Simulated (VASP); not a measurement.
Write the native input for VASP 6.6.1 that does the following.

```yaml
Task: single point
Functional: LDA
Potentials_or_basis: VASP PAW LDA potentials, release 64 (Sc_sv, Hg)
Cutoff: 520 eV
k_mesh: 14 × 14 × 14
Occupations: gaussian, width 0.15 eV
Spin: no spin polarisation
Dipole_correction: no
Further_INCAR_settings: ALGO = Fast; EDIFF = 1e-06; NBANDS = 18
```

The structure of ScHg lies in POSCAR:

```
ScHg
1.0
    3.4800000000      0.0000000000      0.0000000000
    0.0000000000      3.4800000000      0.0000000000
    0.0000000000      0.0000000000      3.4104000000
Sc Hg
1 1
Direct
    0.5000000000      0.5000000000      0.5000000000
    0.0000000000      0.0000000000      0.0000000000
```

This cell differs from its parent crystal: strain -0.0200 x Voigt [0, 0, 1, 0, 0, 0].

The input as run:

INCAR

```
ALGO     = Fast           # electronic algorithm
EDIFF    = 1E-6           # SCF threshold, eV
ENCUT    = 520            # plane-wave cutoff, eV
GGA      = CA             # functional
ISIF     = 2              # what is computed and relaxed
ISMEAR   = 0              # smearing method
LASPH    = True           # aspherical terms in the spheres
LCHARG   = False          # write CHGCAR
LREAL    = False          # projectors in reciprocal space
LWAVE    = False          # write WAVECAR
NBANDS   = 18             # bands
NELM     = 100            # most SCF steps
PREC     = Accurate       # precision mode
SIGMA    = 0.15           # smearing width, eV
```

KPOINTS

```
k-points
0
Gamma
  14 14 14
```

Potentials or basis: VASP PAW LDA potentials, release 64 (Sc_sv, Hg).

Command:

```console
$ cat potpaw_LDA.64/Sc_sv/POTCAR potpaw_LDA.64/Hg/POTCAR > POTCAR
$ mpirun -np 1 vasp_std > vasp.out
```

Results of the run:

```yaml
Pressure: -1.9 GPa
Band_gap_on_the_k_mesh: zero (an odd number of electrons rules out a gap without spin polarisation)
```

Caveat: the cell differs from its parent crystal (strain -0.0200 x Voigt [0, 0, 1, 0, 0, 0]); spin-orbit coupling is left out, which moves the levels of the heavy elements.

It took 81 s on 1 thread of Intel(R) Xeon(R) 6975P-C (Granite Rapids), on a shared host, peak memory 0.32 GiB.
